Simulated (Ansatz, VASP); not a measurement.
**Mg in VASP and in Ansatz**

File INCAR:

```
SYSTEM = Mg
PREC = Accurate
ENCUT = 520
EDIFF = 1E-6
ISMEAR = 0
SIGMA = 0.05
LREAL = .False.
LASPH = .True.
NELM = 100
ALGO = Fast
ISIF = 2
LWAVE = .False.
LCHARG = .False.
NBANDS = 7
```

Contents of KPOINTS:

```
regular mesh
0
Gamma
  10 10 9
  0 0 0
```

File POSCAR:

```
Mg
1.0
    3.0502998005      0.0000000000      0.0000000000
   -1.5251499003      2.6416371164      0.0000000000
    0.0000000000      0.0000000000      3.0448375700
Mg
1
Direct
    0.0000000000      0.0000000000      0.0000000000
```

File input.yaml:

```yaml
crystal:
  lattice:
    - [3.0502998005, 0.0, 0.0]
    - [-1.5251499003, 2.6416371164, 0.0]
    - [0.0, 0.0, 3.04483757]
  atoms:
    - { symbol: Mg, position: [0.0, 0.0, 0.0] }
kpoints:
  mp_grid: { grid: [10, 10, 9] }
scf:
  occupations: { method: gaussian, width: 0.05 }
hamiltonian:
  xc: lda
  pseudopotentials: { kind: all_electron, lapw: { basis_error: 0.001 } }
output:
  forces: true
  stress: true
  eigenvalues: true
```

Alike in both runs: task single point; functional LDA; k mesh 10 × 10 × 9; occupations gaussian, width 0.05 eV; no spin polarisation.

|  | VASP | Ansatz |
| --- | --- | --- |
| version | VASP 6.6.1 | Ansatz 0.2.0 |
| potentials or method | VASP PAW LDA potentials, release 64 (Mg), cutoff 520 eV | all-electron LAPW, scalar-relativistic |

|  | VASP | Ansatz | Ansatz less VASP |
| --- | --- | --- | --- |
| gap on the k mesh at the Fermi level (eV) | none | none | - |
| pressure (GPa) | -0.9 | -0.6 | +0.27 |
| traceless stress, the component that is largest in VASP (GPa) | -0.43 | -0.44 | -0.008 |

LDA's correlation is that of Perdew and Zunger in VASP and of Perdew and Wang (1992) in Ansatz. A gap of «none» marks a metal or a gap that the smearing closes. Ansatz ran all-electron here, and VASP with PAW potentials.
